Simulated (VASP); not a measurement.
# SrIrS3 (Pm-3m) in VASP: notebook, part 2 of 2

VASP 6.6.1. The steps go on from the part before.

## 3. Relaxation of cell and atoms, LDA

This run uses another cell than the first one, of 16.58 Å³/atom.

INCAR

```
SYSTEM = SrIrS3
ALGO     = Normal         ! electronic algorithm
EDIFF    = 1E-6           ! SCF threshold, eV
EDIFFG   = -0.03          ! ionic threshold
ENCUT    = 600            ! plane-wave cutoff, eV
GGA      = CA             ! functional
IBRION   = 2              ! ionic algorithm
ISIF     = 3              ! what is computed and relaxed
ISMEAR   = -1             ! smearing method
LASPH    = .TRUE.         ! aspherical terms in the spheres
LCHARG   = .FALSE.        ! write CHGCAR
LREAL    = .FALSE.        ! projectors in reciprocal space
LWAVE    = .FALSE.        ! write WAVECAR
NELM     = 60             ! most SCF steps
NSW      = 80             ! ionic steps
PREC     = Accurate       ! precision mode
SIGMA    = 0.1            ! smearing width, eV
```

KPOINTS

```
k-points
0
G
  6 6 6
  0 0 0
```

POSCAR

```
SrIrS3
1.0
    4.3600000000      0.0000000000      0.0000000000
    0.0000000000      4.3600000000      0.0000000000
    0.0000000000      0.0000000000      4.3600000000
Sr Ir S
1 1 3
Direct
    0.0000000000      0.0000000000      0.0000000000
    0.5000000000      0.5000000000      0.5000000000
    0.5000000000      0.5000000000      0.0000000000
    0.0000000000      0.5000000000      0.5000000000
    0.5000000000      0.0000000000      0.5000000000
```

Potentials or basis: VASP PAW LDA potentials, release 64 (Sr_sv, Ir, S).

Started as:

```bash
$ cat potpaw_LDA.64/Sr_sv/POTCAR potpaw_LDA.64/Ir/POTCAR potpaw_LDA.64/S/POTCAR > POTCAR
$ mpirun -np 1 vasp_std > vasp.out
```

OUTCAR:

```text
SYSTEM = SrIrS3
   EDIFF = 1E-6
   EDIFFG = -0.03
   ENCUT = 600
   GGA = CA
   IBRION = 2
   ISIF = 3
   ISMEAR = -1
   LASPH = .TRUE.
   LREAL = .FALSE.
   NELM = 60
   NSW = 80
   PREC = Accurate

 ion  position               nearest neighbor table
   1  0.000  0.000  0.000-   3 3.08   4 3.08   5 3.08   4 3.08   5 3.08   3 3.08   4 3.08   4 3.08
                             3 3.08   5 3.08   5 3.08   3 3.08   2 3.78   2 3.78   2 3.78   2 3.78
   2  0.500  0.500  0.500-   3 2.18   4 2.18   5 2.18   3 2.18   5 2.18   4 2.18   1 3.78   1 3.78
                             1 3.78   1 3.78   1 3.78   1 3.78   1 3.78   1 3.78
   3  0.500  0.500  0.000-   2 2.18   2 2.18   1 3.08   1 3.08   1 3.08   1 3.08
   4  0.000  0.500  0.500-   2 2.18   2 2.18   1 3.08   1 3.08   1 3.08   1 3.08
   5  0.500  0.000  0.500-   2 2.18   2 2.18   1 3.08   1 3.08   1 3.08   1 3.08

  LATTYP: Found a simple cubic cell.
 ALAT       =     4.3600000000

  Lattice vectors:

 A1 = (   4.3600000000,   0.0000000000,   0.0000000000)
 A2 = (   0.0000000000,   4.3600000000,   0.0000000000)
 A3 = (   0.0000000000,   0.0000000000,   4.3600000000)

Analysis of symmetry for initial positions (statically):
=====================================================================
 Subroutine PRICEL returns:
 Original cell was already a primitive cell.

 Routine SETGRP: Setting up the symmetry group for a
 simple cubic supercell.

 Subroutine GETGRP returns: Found 48 space group operations
 (whereof 48 operations were pure point group operations)
 out of a pool of 48 trial point group operations.

The static configuration has the point symmetry O_h .

Analysis of symmetry for dynamics (positions and initial velocities):
=====================================================================
 Subroutine PRICEL returns:
 Original cell was already a primitive cell.

 Routine SETGRP: Setting up the symmetry group for a
 simple cubic supercell.

 Subroutine GETGRP returns: Found 48 space group operations
 (whereof 48 operations were pure point group operations)
 out of a pool of 48 trial point group operations.

The dynamic configuration has the point symmetry O_h .

 Subroutine INISYM returns: Found 48 space group operations
 (whereof 48 operations are pure point group operations),
 and found     1 'primitive' translations

----------------------------------------------------------------------------------------

                                     Primitive cell

  volume of cell :      82.8819

  direct lattice vectors                    reciprocal lattice vectors
     4.360000000  0.000000000  0.000000000     0.229357798  0.000000000  0.000000000
     0.000000000  4.360000000  0.000000000     0.000000000  0.229357798  0.000000000
     0.000000000  0.000000000  4.360000000     0.000000000  0.000000000  0.229357798

  length of vectors
     4.360000000  4.360000000  4.360000000     0.229357798  0.229357798  0.229357798

  position of ions in fractional coordinates (direct lattice)
     0.000000000  0.000000000  0.000000000
     0.500000000  0.500000000  0.500000000
     0.500000000  0.500000000  0.000000000
     0.000000000  0.500000000  0.500000000
     0.500000000  0.000000000  0.500000000

  ion indices of the primitive-cell ions
   primitive index   ion index
                 1           1
                 2           2
                 3           3
                 4           4
[... 33 lines left out ...]
  0.500000  0.000000  0.000000      3.000000
  0.166667  0.166667  0.000000     12.000000
  0.333333  0.166667  0.000000     24.000000
[... 12 lines left out ...]
  0.500000  0.500000  0.333333      6.000000
  0.500000  0.500000  0.500000      1.000000
   k-points           NKPTS =     20   k-points in BZ     NKDIM =     20   number of bands    NBANDS=     22
   number of dos      NEDOS =    301   number of ions     NIONS =      5
   total plane-waves  NPLWV =  46656
   dimension x,y,z NGX =    36 NGY =   36 NGZ =   36
   dimension x,y,z NGXF=    72 NGYF=   72 NGZF=   72
   ions per type =               1   1   3
   NGX,Y,Z   is equivalent  to a cutoff of  13.73, 13.73, 13.73 a.u.
   NGXF,Y,Z  is equivalent  to a cutoff of  27.45, 27.45, 27.45 a.u.
 SYSTEM =  SrIrS3
   PREC   = accura    normal or accurate (medium, high low for compatibility)
   ISTART =      0    job   : 0-new  1-cont  2-samecut
   ICHARG =      2    charge: 1-file 2-atom 10-const
   ISPIN  =      1    spin polarized calculation?
   LNONCOLLINEAR =      F non collinear calculations
   LSORBIT =      F    spin-orbit coupling
   LASPH  =      T    aspherical Exc in radial PAW
   ENCUT  =  600.0 eV  44.10 Ry    6.64 a.u.   8.71  8.71  8.71*2*pi/ulx,y,z
   NELM   =     60;   NELMIN=  2; NELMDL= -5     # of ELM steps
   EDIFF  = 0.1E-05   stopping-criterion for ELM
   LREAL  =      F    real-space projection
   EDIFFG = -.3E-01   stopping-criterion for IOM
   NSW    =     80    number of steps for IOM
   IBRION =      2    ionic relax: 0-MD 1-quasi-New 2-CG
   NFREE  =      1    steps in history (QN), initial steepest desc. (CG)
   ISIF   =      3    stress and relaxation
   ISYM   =      2    0-nonsym 1-usesym 2-fastsym
   POTIM  = 0.5000    time-step for ionic-motion
   TEBEG  =    0.0;   TEEND  =   0.0 temperature during run
   PSTRESS=    0.0 pullay stress
   NELECT =      37.0000    total number of electrons
   NUPDOWN=      -1.0000    fix difference up-down
   EMIN   =  10.00;   EMAX   =-10.00  energy-range for DOS
   EFERMI =   0.00;   METHOD = LEGACY
   ISMEAR =    -1;   SIGMA  =   0.10  broadening in eV -4-tet -1-fermi 0-gaus
   EFERMI_NEDOS =   21; number of points for ismear=-14 and -15
   IALGO  =     38    algorithm
   IMIX   =      4    mixing-type and parameters
     AMIX     =   0.40;   BMIX     =  1.00
     AMIX_MAG =   1.60;   BMIX_MAG =  1.00
  volume/ion in A,a.u.               =      16.58       111.86
  Fermi-wavevector in a.u.,A,eV,Ry     =   1.251187  2.364401 21.299500  1.565469
  Thomas-Fermi vector in A             =   2.385146
   LORBIT       =      0    0 simple, 1 ext, 2 COOP (PROOUT), +10 PAW based schemes
   GGA     = CA    functional components
   LHFCALC =     F    Hartree Fock is set to
   AEXX    =    0.0000 exact exchange contribution
   IVDW    =     0    specifies the selected vdW correction
   LEPSILON=     F    determine dielectric tensor
   LRPA    =     F    only Hartree local field effects (RPA)
 conjugate gradient relaxation of ions
 non-spin polarized calculation
  energy-cutoff  :      600.00
  volume of cell :       82.88
 maximum number of plane-waves:      2800
 NGX is ok and might be reduce to    36
   NGX = 17   NGY = 17   NGZ = 17

--------------------------------------- Ionic step        1  -------------------------------------------

 number of electron      37.0000001 magnetization

 Free energy of the ion-electron system (eV)
  ---------------------------------------------------
  ext. energy  EPLUGINS =         0.00000000
  ---------------------------------------------------
  free energy    TOTEN  =       -27.81684939 eV

  energy without entropy =      -27.64525424  energy(sigma->0) =      -27.73105182

------------------------ aborting loop because EDIFF is reached ----------------------------------------

  FORCE on cell =-STRESS in cart. coord.  units (eV):
  Direction    XX          YY          ZZ          XY          YZ          ZX
  --------------------------------------------------------------------------------------
  -------------------------------------------------------------------------------------
  Total       17.5526823     17.5526823     17.5526823     -0.0000000      0.0000000      0.0000000
  in kB      339.3083968    339.3083968    339.3083968     -0.0000000      0.0000000      0.0000000
  external PRESSURE =     339.3083968 kB  Pullay stress =       0.0000000 kB
[... 26 lines left out ...]
--------------------------------------- Ionic step        2  -------------------------------------------

 number of electron      37.0000009 magnetization

 E-fermi :   2.4904     XC(G=0):  -9.3953

 val. band max:        2.4886262476   @ k =   0.3333   0.1667   0.0000
 cond. band min:       2.4968067312   @ k =   0.5000   0.5000   0.0000
 fundamental gap:      0.0081804835
 Fermi energy:         2.4904397899

 k-point     1 :       0.0000    0.0000    0.0000
  band No.  band energies     occupation
      1     -32.8892      2.00000
      2     -14.8854      2.00000
      3     -14.8854      2.00000
      4     -14.8854      2.00000
      5     -10.0963      2.00000
      6      -8.8960      2.00000
[... 605 lines left out ...]
--------------------------------------- Ionic step        5  -------------------------------------------

 number of electron      37.0000000 magnetization

 Free energy of the ion-electron system (eV)
  ---------------------------------------------------
  ext. energy  EPLUGINS =         0.00000000
  ---------------------------------------------------
  free energy    TOTEN  =       -29.48609367 eV

  energy without entropy =      -29.28724678  energy(sigma->0) =      -29.38667023

 E-fermi :   4.9099     XC(G=0): -10.5636

 val. band max:        4.8890360449   @ k =   0.5000   0.3333   0.3333
 cond. band min:       4.9223301437   @ k =   0.3333   0.1667   0.0000
 fundamental gap:      0.0332940989
 Fermi energy:         4.9098520490

 k-point     1 :       0.0000    0.0000    0.0000
  band No.  band energies     occupation
      1     -29.7453      2.00000
      2     -11.8303      2.00000
      3     -11.8303      2.00000
      4     -11.8303      2.00000
      5      -9.2395      2.00000
      6      -7.4069      2.00000
[... 521 lines left out ...]
  FREE ENERGIE OF THE ION-ELECTRON SYSTEM (eV)
  ---------------------------------------------------
  free  energy   TOTEN  =       -29.4860936750 eV

  energy  without entropy=      -29.2872467764  energy(sigma->0) =      -29.38667023

 reached required accuracy - stopping structural energy minimisation
```

It took 6.3 min on 1 thread of Intel Xeon 8259CL, shared host; peak memory 0.22 GiB.

What came out:

```
Free energy                           : -29.4861 eV
Relaxed volume                        : 20.35 Å³/atom
Relaxed cell                          : a = 4.669 Å, b = 4.669 Å, c = 4.669 Å, α = 90.00°, β = 90.00°, γ = 90.00°
Space group after relaxing (to 0.1 Å) : Pm-3m (No. 221)
Energy gained by relaxing             : 333.8 meV/atom
Ionic steps                           : 5
Pressure after relaxing               : 0.1 GPa
Band gap on the k mesh                : zero (an odd number of electrons rules out a gap without spin polarisation)
```

The path:
```
step  energy change (eV)  largest force (eV/Å)  pressure (GPa)  volume (Å³)
   1              0.0000                0.0000           33.93        82.88
   2              0.1428                0.0000          -14.76       132.53
   3             -1.6657                0.0000           -1.05       102.96
   4             -1.6691                0.0000           -0.28       102.17
   5             -1.6692                0.0000            0.14       101.75
```

Final structure:
```
Sr Ir S
1.0
     4.66858    0.00000    0.00000
     0.00000    4.66858    0.00000
     0.00000    0.00000    4.66858
Sr Ir S
1 1 3
Direct
  0.00000 0.00000 0.00000
  0.50000 0.50000 0.50000
  0.50000 0.50000 0.00000
  0.00000 0.50000 0.50000
  0.50000 0.00000 0.50000
```

Caveat: the volume moved by over 15 % at a fixed basis, so the end points are rough; spin-orbit coupling is left out, which moves the levels of the heavy elements; an odd number of electrons without spin polarisation forces a metal; a magnetic or distorted state may lie lower.

The gap in the log of VASP goes by the Fermi energy; the results here count the filled bands.